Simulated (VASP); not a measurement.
# TePb (Fm-3m) in VASP: a series of runs, part 2 of 2

VASP 6.6.1.

## (3) Single point, HSE06

Input file POSCAR:

```
TePb
1.0
    0.0000000000      3.2678368466      3.2678368466
    3.2678368466      0.0000000000      3.2678368466
    3.2678368466      3.2678368466      0.0000000000
Pb Te
1 1
Direct
    0.0000000000      0.0000000000      0.0000000000
    0.5000000000      0.5000000000      0.5000000000
```

Input file INCAR.step1:

```
PREC     = Accurate       # precision mode
ENCUT    = 520            # plane-wave cutoff, eV
EDIFF    = 1E-5           # SCF threshold, eV
ISMEAR   = 0              # smearing method
SIGMA    = 0.01           # smearing width, eV
LREAL    = False          # projectors in reciprocal space
LASPH    = True           # aspherical terms in the spheres
NELM     = 60             # most SCF steps
ALGO     = Normal         # electronic algorithm
ISIF     = 2              # what is computed and relaxed
LWAVE    = True           # write WAVECAR
LCHARG   = False          # write CHGCAR
NBANDS   = 17             # bands
GGA      = PE             # functional
```

Input file INCAR.step2:

```
PREC     = Accurate       # precision mode
ENCUT    = 520            # plane-wave cutoff, eV
EDIFF    = 1E-6           # SCF threshold, eV
ISMEAR   = 0              # smearing method
SIGMA    = 0.01           # smearing width, eV
LREAL    = False          # projectors in reciprocal space
LASPH    = True           # aspherical terms in the spheres
NELM     = 60             # most SCF steps
ALGO     = Normal         # electronic algorithm
ISIF     = 2              # what is computed and relaxed
LWAVE    = False          # write WAVECAR
LCHARG   = False          # write CHGCAR
GGA      = PE             # functional
LHFCALC  = True           # exact exchange
HFSCREEN = 0.2079         # screening, 1/A
PRECFOCK = Normal       
NBANDS   = 17             # bands
ISTART   = 1
```

Input file KPOINTS:

```
regular mesh
0
Gamma
  4 4 4
```

Potentials or basis: VASP PAW PBE potentials, release 64 (Pb_d, Te).

Launch:

```
$ cat potpaw_PBE.64/Pb_d/POTCAR potpaw_PBE.64/Te/POTCAR > POTCAR
$ cp INCAR.step1 INCAR
$ mpirun -np 1 vasp_std > vasp.out
$ cp INCAR.step2 INCAR
$ mpirun -np 1 vasp_std > vasp.out
```

OUTCAR:

```text
PREC = Accurate
   ENCUT = 520
   EDIFF = 1E-6
   ISMEAR = 0
   LREAL = False
   LASPH = True
   NELM = 60
   ISIF = 2
   GGA = PE
   LHFCALC = True
   HFSCREEN = 0.2079
   PRECFOCK = Normal
   ISTART = 1

 ion  position               nearest neighbor table
   1  0.000  0.000  0.000-   2 3.27   2 3.27   2 3.27   2 3.27   2 3.27   2 3.27
   2  0.500  0.500  0.500-   1 3.27   1 3.27   1 3.27   1 3.27   1 3.27   1 3.27

  LATTYP: Found a face centered cubic cell.
 ALAT       =     6.5356736932

  Lattice vectors:

 A1 = (   0.0000000000,   3.2678368466,   3.2678368466)
 A2 = (   3.2678368466,   0.0000000000,   3.2678368466)
 A3 = (   3.2678368466,   3.2678368466,   0.0000000000)

Analysis of symmetry for initial positions (statically):
=====================================================================
 Subroutine PRICEL returns:
 Original cell was already a primitive cell.

 Routine SETGRP: Setting up the symmetry group for a
 face centered cubic supercell.

 Subroutine GETGRP returns: Found 48 space group operations
 (whereof 48 operations were pure point group operations)
[... 153 lines left out ...]

  energy without entropy =       -8.96803767  energy(sigma->0) =       -8.96803767

 E-fermi :   4.9567     XC(G=0):  -7.6418

 val. band max:        4.9008149572   @ k =   0.5000   0.0000   0.0000
 cond. band min:       6.0667886886   @ k =   0.5000   0.0000   0.0000
 fundamental gap:      1.1659737314
 Fermi energy:         4.9566568801

 k-point     1 :       0.0000    0.0000    0.0000
  band No.  band energies     occupation
      1     -13.5944      2.00000
      2     -13.5944      2.00000
      3     -13.5799      2.00000
      4     -13.5799      2.00000
      5     -13.5799      2.00000
      6      -8.0624      2.00000
[... 137 lines left out ...]
      4     -13.5734      2.00000
      5     -13.5575      2.00000
      6      -6.1542      2.00000
[... 9 lines left out ...]
     16      16.6767      0.00000
     17      16.7044      0.00000

------------------------ aborting loop because EDIFF is reached ----------------------------------------

  FORCE on cell =-STRESS in cart. coord.  units (eV):
  Direction    XX          YY          ZZ          XY          YZ          ZX
  --------------------------------------------------------------------------------------
  -------------------------------------------------------------------------------------
  Total       -0.2250409     -0.2250409     -0.2250409     -0.0000000     -0.0000000      0.0000000
  in kB       -5.1660771     -5.1660771     -5.1660771     -0.0000000     -0.0000000      0.0000000
  external PRESSURE =      -5.1660771 kB  Pullay stress =       0.0000000 kB

 VOLUME and BASIS-vectors are now :
 -----------------------------------------------------------------------------
  energy-cutoff  :      520.00
  volume of cell :       69.79
      direct lattice vectors                 reciprocal lattice vectors
     0.000000000  3.267836847  3.267836847    -0.153006415  0.153006415  0.153006415
     3.267836847  0.000000000  3.267836847     0.153006415 -0.153006415  0.153006415
     3.267836847  3.267836847  0.000000000     0.153006415  0.153006415 -0.153006415

 POSITION                                       TOTAL-FORCE (eV/Angst)
 -----------------------------------------------------------------------------------
      0.00000      0.00000      0.00000        -0.000000     -0.000000      0.000000
      3.26784      3.26784      3.26784         0.000000      0.000000     -0.000000
 -----------------------------------------------------------------------------------
    total drift:                               -0.000003     -0.000001     -0.000000

  FREE ENERGIE OF THE ION-ELECTRON SYSTEM (eV)
  ---------------------------------------------------
  free  energy   TOTEN  =        -8.9680376668 eV

  energy  without entropy=       -8.9680376668  energy(sigma->0) =       -8.96803767
```

OUTCAR.step1:

```text
PREC = Accurate
   ENCUT = 520
   EDIFF = 1E-5
   ISMEAR = 0
   LREAL = False
[... 364 lines left out ...]
      0.00000      0.00000      0.00000        -0.000000      0.000000      0.000000
      3.26784      3.26784      3.26784         0.000000     -0.000000     -0.000000
 -----------------------------------------------------------------------------------
    total drift:                               -0.000000      0.000000      0.000000

  FREE ENERGIE OF THE ION-ELECTRON SYSTEM (eV)
  ---------------------------------------------------
  free  energy   TOTEN  =        -7.5135320423 eV

  energy  without entropy=       -7.5135320423  energy(sigma->0) =       -7.51353204
```

OSZICAR.step1:

```text
N       E                     dE             d eps       ncg     rms          rms(c)
DAV:   1     0.152902673840E+03    0.15290E+03   -0.91685E+03   280   0.110E+03
DAV:   2     0.335688057999E+01   -0.14955E+03   -0.14522E+03   277   0.293E+02
DAV:   3    -0.734979516930E+01   -0.10707E+02   -0.10664E+02   360   0.869E+01
DAV:   4    -0.764368001006E+01   -0.29388E+00   -0.29381E+00   348   0.156E+01
DAV:   5    -0.765176920715E+01   -0.80892E-02   -0.80888E-02   374   0.230E+00    0.311E+00
DAV:   6    -0.751554041528E+01    0.13623E+00   -0.31280E-01   412   0.372E+00    0.193E+00
DAV:   7    -0.751154415380E+01    0.39963E-02   -0.87281E-02   346   0.139E+00    0.917E-01
DAV:   8    -0.751365962234E+01   -0.21155E-02   -0.10340E-02   331   0.101E+00    0.163E-01
DAV:   9    -0.751349560477E+01    0.16402E-03   -0.15755E-03   437   0.405E-01    0.713E-02
DAV:  10    -0.751352681365E+01   -0.31209E-04   -0.18808E-04   323   0.106E-01    0.179E-02
DAV:  11    -0.751353204233E+01   -0.52287E-05   -0.44034E-05   382   0.538E-02
   1 F= -.75135320E+01 E0= -.75135320E+01  d E =-.240924E-48
```

Run time: 9.2 min. Hardware: 1 thread of AMD EPYC 9R45 (Zen 5), shared host; peak memory 0.29 GiB.

What came out:

```
Free energy            : -8.9680 eV
Pressure               : -0.5 GPa
Band gap on the k mesh : 1.17 eV, direct
```

Caveat: the PAW data sets were made with another functional, which shifts forces and pressure a little; spin-orbit coupling is left out, which moves the levels of the heavy elements.
